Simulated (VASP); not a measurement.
Runs of VASP 6.6.1 on SiB2. The structure is that of space group P6_3/mmc (No. 194), or close to it. The cells are those of the table. The cell was generated, and may not be a known phase.

```csv
task,cell,k mesh,cutoff (eV),gap on the mesh (eV),pressure (GPa),relaxed volume (Å³/atom)
relaxation of cell and atoms,"relaxed from a = 2.966, b = 2.966, c = 7.994 Å, angles 90.0, 90.0, 120.0°, 6 atoms",12 × 12 × 6,600,none,0.0,10.17
relaxation of cell and atoms,"relaxed from a = 3.119, b = 3.119, c = 7.500 Å, angles 90.0, 90.0, 120.0°, 6 atoms",6 × 6 × 2,600,none,0.0,(a)
single point,"a = 2.983, b = 2.983, c = 7.915 Å, angles 90.0, 90.0, 120.0°, 6 atoms",12 × 12 × 6,520,none,0.0,-
single point,"a = 2.966, b = 2.966, c = 7.994 Å, angles 90.0, 90.0, 120.0°, 6 atoms",6 × 6 × 2,520,none,0.0,-
single point,"a = 3.119, b = 3.119, c = 7.500 Å, angles 90.0, 90.0, 120.0°, 6 atoms",6 × 6 × 2,520,none,-1.7,-
```

Alike in all rows: level PBE; potentials or basis VASP PAW PBE potentials, release 64 (Si, B); no spin polarisation; smearing gaussian 0.1 eV.

Q: Estimate the missing entries.

A: (a) 10.15.

Caveats: some runs use coarse meshes.

A gap of «none» marks levels without a gap at the run's occupations.
